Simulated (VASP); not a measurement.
Here is a VASP 6.6.1 calculation.

The input POSCAR:

```
Sc
1.0
    0.0000000000      2.3016066052      2.2095423410
    2.3016066052      0.0000000000      2.2095423410
    2.3016066052      2.3016066052      0.0000000000
Sc
1
Direct
    0.0000000000      0.0000000000      0.0000000000
```

File INCAR.step1:

```
SYSTEM = Sc
ALGO = Normal ; EDIFF = 1E-4
ENCUT = 520 ; GGA = PE
ISMEAR = 0 ; LASPH = .True.
LCHARG = .False. ; LREAL = .False.
LWAVE = .True. ; NBANDS = 12
NELM = 100 ; PREC = Accurate
SIGMA = 0.15
```

Contents of INCAR.step2:

```
SYSTEM = Sc
ALGO = Normal ; EDIFF = 1E-6
ENCUT = 520 ; ISIF = 2
ISMEAR = 0 ; ISTART = 1
LASPH = .True. ; LCHARG = .False.
LMIXTAU = .True. ; LREAL = .False.
LWAVE = .False. ; METAGGA = R2SCAN
NBANDS = 12 ; NELM = 100
PREC = Accurate ; SIGMA = 0.15
```

KPOINTS

```
k-points
0
Gamma
  20 20 20
  0 0 0
```

Potentials or basis: VASP PAW PBE potentials, release 64 (Sc_sv).

Launch:

```console
$ cat potpaw_PBE.64/Sc_sv/POTCAR > POTCAR
$ cp INCAR.step1 INCAR
$ mpirun -np 1 vasp_std > vasp.out
$ cp INCAR.step2 INCAR
$ mpirun -np 1 vasp_std > vasp.out
```

**Question.** Predict the pressure.

**Answer.** 4.3 GPa.

**Question.** Predict the band gap on the k mesh.

**Answer.** Zero (an odd number of electrons rules out a gap without spin polarisation).

Stress tensor (GPa, compression positive):
```
4.09 0.00 0.00
0.00 4.09 0.00
0.00 0.00 4.61
```

Caveat: the cell stands under pressure; the PAW data sets were made with another functional, which shifts forces and pressure a little.
